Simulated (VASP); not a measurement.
MgO, 4 atoms in the cell. The structure is hexagonal, space group P6_3mc (No. 186). The conventional cell has a = 3.083 Å, b = 3.083 Å, c = 5.258 Å, α = 90.00°, β = 90.00°, γ = 120.00°. Within 2.5 Å of Mg (site symmetry 3m) lie 4 O at 1.87 to 2.06 Å. Within 2.5 Å of O (site symmetry 3m) lie 4 Mg at 1.87 to 2.06 Å. 

```yaml
Program: VASP 6.6.1
Task: single point
Functional: PBE
Potentials_or_basis: VASP PAW PBE potentials, release 64 (Mg, O)
Cutoff: 520 eV
k_mesh: 9 × 9 × 6
Occupations: gaussian, width 0.05 eV
Spin: no spin polarisation
Dipole_correction: no
Further_INCAR_settings: ALGO = Normal; EDIFF = 1e-07; NBANDS = 16
```

Potentials or basis: VASP PAW PBE potentials, release 64 (Mg, O).

Launch:

```sh
$ cat potpaw_PBE.64/Mg/POTCAR potpaw_PBE.64/O/POTCAR > POTCAR
$ mpirun -np 1 vasp_std > vasp.out
```

Hardware: 1 thread of Intel Xeon 8259CL, with other jobs on the host.

Task: Estimate the wall time of this run.

Result: It took 38 s on 1 thread of Intel Xeon 8259CL, with other jobs on the host, peak memory 0.17 GiB. Counts: scf iterations 14, k points 48.
